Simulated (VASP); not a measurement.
# NiGe (P4/mmm) in VASP: relaxation of cell and atoms with PBEsol

Aim: the relaxation of cell and atoms of NiGe with PBEsol.

Everything below comes from runs of VASP 6.6.1. Logs are shortened: lines on timing, memory, paths and dates and some standing lists are left out, and cuts for length are marked.

## 1. The cell of the first run

The structure is tetragonal, space group P4/mmm (No. 123). Conventional cell: a = 2.672 Å, b = 2.672 Å, c = 3.634 Å, α = 90.00°, β = 90.00°, γ = 90.00°. Within 3.8 Å of Ni (site symmetry 4/mmm) lie 8 Ge at 2.62 Å and 10 Ni at 2.67 to 3.78 Å. Ge (site symmetry 4/mmm) has 8 Ni at 2.62 Å and 10 Ge at 2.67 to 3.78 Å within 3.8 Å.

## 2. Relaxation of cell and atoms, PBEsol

Contents of INCAR:

```
ALGO = Normal ; EDIFF = 1E-7
EDIFFG = -0.01 ; ENCUT = 600
GGA = PS ; IBRION = 2
ISIF = 3 ; ISMEAR = 0
LASPH = T ; LCHARG = F
LREAL = F ; LWAVE = F
NELM = 80 ; NSW = 100
PREC = Accurate ; SIGMA = 0.1
```

Contents of KPOINTS:

```
k-points
0
Gamma
  16 16 12
```

Contents of POSCAR:

```
NiGe
1.0
    2.6719410039      0.0000000000      0.0000000000
    0.0000000000      2.6719410039      0.0000000000
    0.0000000000      0.0000000000      3.6338397653
Ni Ge
1 1
Direct
    0.0000000000      0.0000000000      0.0000000000
    0.5000000000      0.5000000000      0.5000000000
```

Potentials or basis: VASP PAW PBE potentials, release 64 (Ni, Ge_d).

Command:

```
$ cat potpaw_PBE.64/Ni/POTCAR potpaw_PBE.64/Ge_d/POTCAR > POTCAR
$ mpirun -np 1 vasp_std > vasp.out
```

OUTCAR:

```text
EDIFF = 1E-7
   EDIFFG = -0.01
   ENCUT = 600
   GGA = PS
   IBRION = 2
   ISIF = 3
   ISMEAR = 0
   LASPH = T
   LREAL = F
   NELM = 80
   NSW = 100
   PREC = Accurate

 ion  position               nearest neighbor table
   1  0.000  0.000  0.000-   2 2.62   2 2.62   2 2.62   2 2.62   2 2.62   2 2.62   2 2.62   2 2.62

   2  0.500  0.500  0.500-   1 2.62   1 2.62   1 2.62   1 2.62   1 2.62   1 2.62   1 2.62   1 2.62

  LATTYP: Found a simple tetragonal cell.
 ALAT       =     2.6719410039
 C/A-ratio  =     1.3600000000

  Lattice vectors:

 A1 = (   2.6719410039,   0.0000000000,   0.0000000000)
 A2 = (   0.0000000000,   2.6719410039,   0.0000000000)
 A3 = (   0.0000000000,   0.0000000000,   3.6338397653)

Analysis of symmetry for initial positions (statically):
=====================================================================
 Subroutine PRICEL returns:
 Original cell was already a primitive cell.

 Routine SETGRP: Setting up the symmetry group for a
 simple tetragonal supercell.

 Subroutine GETGRP returns: Found 16 space group operations
 (whereof 16 operations were pure point group operations)
 out of a pool of 16 trial point group operations.

The static configuration has the point symmetry D_4h.

Analysis of symmetry for dynamics (positions and initial velocities):
=====================================================================
 Subroutine PRICEL returns:
 Original cell was already a primitive cell.

 Routine SETGRP: Setting up the symmetry group for a
 simple tetragonal supercell.

 Subroutine GETGRP returns: Found 16 space group operations
 (whereof 16 operations were pure point group operations)
 out of a pool of 16 trial point group operations.

The dynamic configuration has the point symmetry D_4h.

 Subroutine INISYM returns: Found 16 space group operations
 (whereof 16 operations are pure point group operations),
 and found     1 'primitive' translations

----------------------------------------------------------------------------------------

                                     Primitive cell

  volume of cell :      25.9430

  direct lattice vectors                    reciprocal lattice vectors
     2.671941004  0.000000000  0.000000000     0.374259760  0.000000000  0.000000000
     0.000000000  2.671941004  0.000000000     0.000000000  0.374259760  0.000000000
     0.000000000  0.000000000  3.633839765     0.000000000  0.000000000  0.275191000

  length of vectors
     2.671941004  2.671941004  3.633839765     0.374259760  0.374259760  0.275191000

  position of ions in fractional coordinates (direct lattice)
[... 100 lines left out ...]
  volume/ion in A,a.u.               =      12.97        87.54
  Fermi-wavevector in a.u.,A,eV,Ry     =   1.595164  3.014423 34.620691  2.544549
  Thomas-Fermi vector in A             =   2.693126
   LORBIT       =      0    0 simple, 1 ext, 2 COOP (PROOUT), +10 PAW based schemes
   GGA     = PS    functional components
   LHFCALC =     F    Hartree Fock is set to
   AEXX    =    0.0000 exact exchange contribution
   IVDW    =     0    specifies the selected vdW correction
   LEPSILON=     F    determine dielectric tensor
   LRPA    =     F    only Hartree local field effects (RPA)
 conjugate gradient relaxation of ions
 non-spin polarized calculation
 Gauss-broadening in eV      SIGMA  =   0.10
  energy-cutoff  :      600.00
  volume of cell :       25.94
 maximum number of plane-waves:       886
 NGX is ok and might be reduce to    24
   NGX = 11   NGY = 11   NGZ = 15

--------------------------------------- Ionic step        1  -------------------------------------------

 number of electron      24.0000001 magnetization

 Free energy of the ion-electron system (eV)
  ---------------------------------------------------
  ext. energy  EPLUGINS =         0.00000000
  ---------------------------------------------------
  free energy    TOTEN  =       -11.17303078 eV

  energy without entropy =      -11.16493644  energy(sigma->0) =      -11.16898361

------------------------ aborting loop because EDIFF is reached ----------------------------------------

  FORCE on cell =-STRESS in cart. coord.  units (eV):
  Direction    XX          YY          ZZ          XY          YZ          ZX
  --------------------------------------------------------------------------------------
  -------------------------------------------------------------------------------------
  Total       -0.0177511     -0.0177511     -2.0985979      0.0000000      0.0000000      0.0000000
  in kB       -1.0962680     -1.0962680   -129.6045725      0.0000000      0.0000000      0.0000000
  external PRESSURE =     -43.9323695 kB  Pullay stress =       0.0000000 kB
[... 89 lines left out ...]
  FREE ENERGIE OF THE ION-ELECTRON SYSTEM (eV)
  ---------------------------------------------------
  free  energy   TOTEN  =       -11.2413666340 eV

  energy  without entropy=      -11.2361116117  energy(sigma->0) =      -11.23873912

[... ionic steps 4 to 11 ...]

--------------------------------------- Ionic step       12  -------------------------------------------

 number of electron      24.0000015 magnetization

------------------------ aborting loop because EDIFF is reached ----------------------------------------
[... 31 lines left out ...]
--------------------------------------- Ionic step       13  -------------------------------------------

 number of electron      24.0000014 magnetization

 E-fermi :   9.9796     XC(G=0): -13.1233

 val. band max:        9.9685735535   @ k =   0.3750   0.1875   0.5000
 cond. band min:       9.9805672340   @ k =   0.3750   0.3750   0.1667
 fundamental gap:      0.0119936804
 Fermi energy:         9.9795889296

 k-point     1 :       0.0000    0.0000    0.0000
  band No.  band energies     occupation
      1     -15.0007      2.00000
      2     -15.0004      2.00000
      3     -14.8838      2.00000
      4     -14.8838      2.00000
      5     -14.8827      2.00000
      6      -3.8875      2.00000
[... 482 lines left out ...]
--------------------------------------- Ionic step       14  -------------------------------------------

 number of electron      24.0000014 magnetization

 Free energy of the ion-electron system (eV)
  ---------------------------------------------------
  ext. energy  EPLUGINS =         0.00000000
  ---------------------------------------------------
  free energy    TOTEN  =       -11.33605523 eV

  energy without entropy =      -11.33125361  energy(sigma->0) =      -11.33365442

 E-fermi :  10.0036     XC(G=0): -13.1324

 val. band max:        9.9949044677   @ k =   0.3750   0.1875   0.5000
 cond. band min:      10.0037675240   @ k =   0.3750   0.3750   0.1667
 fundamental gap:      0.0088630563
 Fermi energy:        10.0036139708

 k-point     1 :       0.0000    0.0000    0.0000
  band No.  band energies     occupation
      1     -14.9808      2.00000
      2     -14.9798      2.00000
      3     -14.8629      2.00000
      4     -14.8629      2.00000
      5     -14.8620      2.00000
      6      -3.8798      2.00000
[... 476 lines left out ...]
  FREE ENERGIE OF THE ION-ELECTRON SYSTEM (eV)
  ---------------------------------------------------
  free  energy   TOTEN  =       -11.3360552339 eV

  energy  without entropy=      -11.3312536116  energy(sigma->0) =      -11.33365442

 reached required accuracy - stopping structural energy minimisation
```

OSZICAR:

```text
N       E                     dE             d eps       ncg     rms          rms(c)
DAV:   1     0.126075614172E+03    0.12608E+03   -0.13283E+04 10608   0.416E+03
DAV:   2    -0.122285758099E+01   -0.12730E+03   -0.12517E+03 10272   0.491E+02
DAV:   3    -0.120942277433E+02   -0.10871E+02   -0.10786E+02 12112   0.119E+02
[... 145 lines left out ...]
DAV:   3    -0.113362347008E+02    0.14501E-02   -0.89565E-03 10632   0.130E+00    0.974E-02
DAV:   4    -0.113360591984E+02    0.17550E-03   -0.40080E-04 14536   0.329E-01    0.148E-02
DAV:   5    -0.113360553702E+02    0.38282E-05   -0.26861E-05 12800   0.104E-01    0.668E-03
DAV:   6    -0.113360552377E+02    0.13251E-06   -0.18931E-06 13144   0.217E-02    0.287E-03
DAV:   7    -0.113360552339E+02    0.37785E-08   -0.16325E-07  6728   0.572E-03
  14 F= -.11336055E+02 E0= -.11333654E+02  d E =-.795731E-04
```

CONTCAR:

```text
NiGe
   1.00000000000000
     2.9297366741837672   -0.0000000000000000   -0.0000000000000000
    -0.0000000000000000    2.9297366741837672    0.0000000000000000
    -0.0000000000000000    0.0000000000000000    2.9306246770660414
  Ni              Ge
     1     1
Direct
     0.0000000000000000    0.0000000000000000    0.0000000000000000
     0.5000000000000000    0.5000000000000000    0.5000000000000000

  0.00000000E+00  0.00000000E+00  0.00000000E+00
  0.00000000E+00  0.00000000E+00  0.00000000E+00
```

It took 7.7 min on 1 thread of Intel Xeon 6975P-C (Granite Rapids), shared host; peak memory 0.31 GiB.

Results:

| Quantity | Value |
| --- | --- |
| Free energy | -11.3361 eV |
| Relaxed volume | 12.58 Å³/atom |
| Relaxed cell | a = 2.930 Å, b = 2.930 Å, c = 2.931 Å, α = 90.00°, β = 90.00°, γ = 90.00° |
| Space group after relaxing (to 0.1 Å) | Pm-3m (No. 221) |
| Energy gained by relaxing | 81.5 meV/atom |
| Ionic steps | 14 |
| Pressure after relaxing | 0.0 GPa |
| Band gap on the k mesh | zero (bands 12 and 13 overlap by 3.58 eV) |

The path:
| step | energy change (eV) | largest force (eV/Å) | pressure (GPa) | volume (Å³) |
| --- | --- | --- | --- | --- |
| 1 | 0.0000 | 0.0000 | -4.39 | 25.94 |
| 2 | -0.0663 | 0.0000 | 3.17 | 24.61 |
| 3 | -0.0683 | 0.0000 | 4.94 | 24.37 |
| 4 | -0.1154 | 0.0000 | 1.21 | 24.95 |
| 5 | -0.1341 | 0.0000 | -1.45 | 25.40 |
| 6 | -0.1423 | 0.0000 | -5.62 | 26.19 |
| 7 | -0.1440 | 0.0000 | -3.61 | 25.79 |
| 8 | -0.1620 | 0.0000 | 1.38 | 24.94 |
| 9 | -0.1622 | 0.0000 | 0.81 | 25.03 |
| 10 | -0.1623 | 0.0000 | 0.91 | 25.01 |
| 11 | -0.1627 | 0.0000 | 0.00 | 25.16 |
| 12 | -0.1629 | 0.0000 | 0.34 | 25.10 |
| 13 | -0.1630 | 0.0000 | -0.22 | 25.19 |
| 14 | -0.1630 | 0.0000 | 0.04 | 25.15 |

Final structure:
```yaml
crystal:
  lattice:
    - [2.92974, 0.00000, 0.00000]
    - [0.00000, 2.92974, 0.00000]
    - [0.00000, 0.00000, 2.93062]
  atoms:
    - { symbol: Ni, position: [0.00000, 0.00000, 0.00000] }
    - { symbol: Ge, position: [0.50000, 0.50000, 0.50000] }
```

Levels at points of the mesh, in eV from the Fermi level:
```tsv
k point	band 9	band 10	band 11	band 12	band 13	band 14	band 15	band 16
(0.00, 0.00, 0.00)	-1.74	-1.74	-1.74	2.57	2.58	2.58	8.09	8.72
(0.50, 0.00, 0.00)	-2.68	-2.68	-1.70	-1.02	7.00	7.01	9.32	10.23
(0.50, 0.50, 0.00)	-3.35	-2.20	-2.20	-1.22	-0.13	1.30	7.50	13.17
(0.00, 0.00, 0.50)	-2.68	-2.68	-1.70	-1.02	7.00	7.00	9.32	10.24
(0.50, 0.00, 0.50)	-3.36	-2.20	-2.19	-1.22	-0.13	1.29	7.50	13.18
(0.50, 0.50, 0.50)	-3.95	-1.20	-1.20	2.15	2.15	2.15	2.40	2.40
```

Caveat: a cell axis changed by over 15 % at a fixed basis, so the end point is rough; the PAW data sets were made with another functional, which shifts forces and pressure a little. Spin polarisation is off, so any magnetic state and its effect on volume and gap are missing.
